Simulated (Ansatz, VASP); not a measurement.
## CdTe in VASP and in Ansatz

```
Cd Te
1.0
     0.00000    3.59767    2.54355
     3.59767    0.00000    2.54355
     3.59767    3.59767    0.00000
Cd Te
1 1
Direct
  0.00000 0.00000 0.00000
  0.75000 0.75000 0.75000
```

Alike in both runs: task single point; functional r2SCAN; k mesh 8 × 8 × 8; occupations gaussian, width 0.05 eV; no spin polarisation.

|  | VASP | Ansatz |
| --- | --- | --- |
| version | VASP 6.6.1 | Ansatz 0.2.0 |
| potentials or method | VASP PAW PBE potentials, release 64 (Cd, Te), cutoff 520 eV | scalar-relativistic, plane waves, PAW |
| valence electrons in the cell | 18 | 36 |

```tsv
	VASP	Ansatz	Ansatz less VASP
gap on the k mesh at the Fermi level (eV)	0.68	0.69	+0.008
least direct gap on the mesh (eV)	0.68	0.69	+0.008
pressure (GPa)	0.9	0.8	-0.13
traceless stress, the component that is largest in VASP (GPa)	1.68	1.70	+0.020
```

VASP's potentials were made for PBE, not for r2SCAN. VASP's potentials hold 18 valence electrons a cell and Ansatz's 36, so a difference there can come from the potentials and not from the codes.

Spin-orbit coupling is off throughout.
